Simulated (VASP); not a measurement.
The system is Na3SF.

```
Na S F
1.0
    -4.42509    0.04010   -0.00173
    -0.00173    0.02067   -4.48720
     0.08021   -9.02823    0.04134
Na S F
6 2 2
Direct
  0.49546 0.99910 0.99426
  0.49093 0.00674 0.49165
  0.00955 0.98884 0.75185
  0.00539 0.00645 0.25302
  0.00953 0.48061 0.00041
  0.99852 0.48009 0.49539
  0.50882 0.50488 0.75274
  0.49090 0.49635 0.26265
  0.99167 0.01357 0.00222
  0.99924 0.02338 0.49579
```

- Program: VASP 6.6.1
- Task: relaxation of cell and atoms
- Functional: PBE
- Potentials or basis: VASP PAW PBE potentials, release 64 (Na_pv, S, F)
- Cutoff: 600 eV
- k mesh: 4 × 4 × 2
- Occupations: gaussian, width 0.1 eV
- Spin: no spin polarisation

At the start: pressure 0.1 GPa; volume 17.92 Å³/atom.

Question: How do energy, volume and symmetry change on relaxing?

Answer: Over 14 steps the energy falls by 19.8 meV/atom and the volume is 17.64 Å³/atom (-1.6 %); space group P1 (No. 1, to 0.1 Å) before, Pm-3m (No. 221, to 0.1 Å).

Step by step:
```csv
step,energy change (eV),largest force (eV/Å),pressure (GPa),volume (Å³)
1,0.0000,1.0601,0.06,179.25
2,-0.1260,0.4580,-0.34,179.41
3,-0.1683,0.1502,-0.49,179.60
4,-0.1693,0.1563,-0.50,179.57
5,-0.1814,0.1329,-0.20,177.81
6,-0.1864,0.1228,0.26,175.48
7,-0.1912,0.0756,0.18,175.90
8,-0.1930,0.0528,0.07,176.38
9,-0.1949,0.0466,-0.06,176.86
10,-0.1957,0.0401,-0.16,177.41
11,-0.1970,0.0318,0.05,176.67
12,-0.1972,0.0301,0.03,176.53
13,-0.1973,0.0269,0.08,176.26
14,-0.1983,0.0196,-0.01,176.36
```

Final structure:
```
Na S F
1.0
    -4.44923    0.00023    0.00003
     0.00001   -0.00013   -4.45391
     0.00107   -8.89990    0.00027
Na S F
6 2 2
Direct
  0.50161 0.99887 0.99738
  0.49870 0.00347 0.49836
  0.00111 0.99553 0.75007
  0.00123 0.00137 0.24992
  0.00285 0.49928 0.00035
  0.99654 0.50088 0.50022
  0.50040 0.50114 0.75163
  0.49743 0.49961 0.25140
  0.00150 0.99915 0.00022
  0.99863 0.00069 0.50044
```
